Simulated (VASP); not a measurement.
Wanted: the native input for a VASP 6.6.1 run.

```
Task                   : single point
Functional             : LDA
Potentials or basis    : VASP PAW LDA potentials, release 64 (Cu_sv_GW, O)
Cutoff                 : 700 eV
k mesh                 : 10 × 10 × 5
Occupations            : fermi-dirac, width 0.05 eV
Spin                   : no spin polarisation
Dipole correction      : no
Second run             : valence_matched
Further INCAR settings : ALGO = Normal; EDIFF = 1e-06; NBANDS = 33
```

The structure of CuO (Tenorite) lies in POSCAR:

```
CuO
1.0
    2.3755041962     -1.7359473225      0.0000000000
    2.3755041962      1.7359473225      0.0000000000
   -0.8718787375      0.0000000000      5.1260155593
Cu O
2 2
Direct
    0.4968000000      0.0032000000      0.5000000000
    0.0032000000      0.4968000000      0.0000000000
    0.4056000000      0.5714000000      0.7537000000
    0.5714000000      0.4056000000      0.2537000000
```

One way to write it, as run:

INCAR

```
SYSTEM = CuO
  ALGO = Normal
  EDIFF = 1E-6
  ENCUT = 700
  GGA_COMPAT = .False.
  ISIF = 2
  ISMEAR = -1
  LASPH = .True.
  LCHARG = .True.
  LELF = .True.
  LREAL = .False.
  LVHAR = .True.
  LWAVE = .False.
  NBANDS = 33
  NELM = 120
  PREC = Accurate
  SIGMA = 0.05
```

KPOINTS

```
k-points
0
Gamma
  10 10 5
  0 0 0
```

Potentials or basis: VASP PAW LDA potentials, release 64 (Cu_sv_GW, O).

The run is started by

```sh
$ cat potpaw_LDA.64/Cu_sv_GW/POTCAR potpaw_LDA.64/O/POTCAR > POTCAR
$ mpirun -np 1 vasp_std > vasp.out
```

Results of the run:

| Quantity | Value |
| --- | --- |
| Pressure | -17.7 GPa |
| Largest force | 0.795 eV/Å |
| Band gap on the k mesh | zero (band 25 reaches 5.04 eV, above the bottom of band 26 at 4.44 eV) |

Caveat: semilocal functionals often make such compounds metallic where correlation or magnetic order opens a gap, which also shifts bond lengths.

Wall time 5 min on 1 thread of Intel(R) Xeon(R) Platinum 8488C (Sapphire Rapids), on a shared host, peak memory 0.38 GiB.
